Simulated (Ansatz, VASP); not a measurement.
# Two plane-wave programs on LiCl

File INCAR:

```
ALGO = Normal
EDIFF = 1E-7
EDIFFG = -0.01
ENCUT = 600
GGA = PE
IBRION = 2
ISIF = 3
ISMEAR = 0
LASPH = T
LCHARG = F
LREAL = F
LWAVE = F
NELM = 80
NSW = 100
PREC = Accurate
SIGMA = 0.02
```

Contents of KPOINTS:

```
k-points
0
Gamma
  8 8 8
```

File POSCAR:

```
LiCl
1.0
    0.0000000000      2.5741287790      2.5741287790
    2.5741287790      0.0000000000      2.5741287790
    2.5741287790      2.5741287790      0.0000000000
Li Cl
1 1
Direct
    0.0000000000      0.0000000000      0.0000000000
    0.5000000000      0.5000000000      0.5000000000
```

Input for Ansatz:

```yaml
crystal:
  lattice:
    - [0.0, 2.574128779, 2.574128779]
    - [2.574128779, 0.0, 2.574128779]
    - [2.574128779, 2.574128779, 0.0]
  atoms:
    - { symbol: Li, position: [0.0, 0.0, 0.0] }
    - { symbol: Cl, position: [0.5, 0.5, 0.5] }
basis:
  ecutwfc: 420
kpoints:
  mp_grid: { grid: [8, 8, 8] }
hamiltonian:
  xc: pbe
scf:
  occupations: { method: gaussian, width: 0.02 }
output:
  forces: true
  stress: true
  eigenvalues: true
relax:
  adjacent_minimum: "off"
  f_tol: 0.01
  max_steps: 80
  cell: { stress_tol: 0.05 }
```

Alike in both runs: task relaxation of cell and atoms; functional PBE; k mesh 8 × 8 × 8; occupations gaussian, width 0.02 eV; no spin polarisation.

|  | VASP | Ansatz |
| --- | --- | --- |
| version | VASP 6.6.1 | Ansatz 0.2.0 |
| potentials or method | VASP PAW PBE potentials, release 64 (Li_sv, Cl), cutoff 600 eV | scalar-relativistic, plane waves, PAW |
| valence electrons in the cell | 10 | 10 |

|  | VASP | Ansatz | Ansatz less VASP |
| --- | --- | --- | --- |
| gap on the k mesh at the Fermi level, each at its own relaxed structure (eV) | 6.28 | 6.27 | -0.012 |
| relaxed volume (Å³/atom) | 17.06 | 17.06 | 0.000 |
| relaxed cell length with the largest relative difference (Å) | 3.640 | 3.640 | 0.0000 |

Noted on VASP's run: the cutoff is short for stress, so the pressure is rough; the relaxation stopped at its first step, so nothing moved.
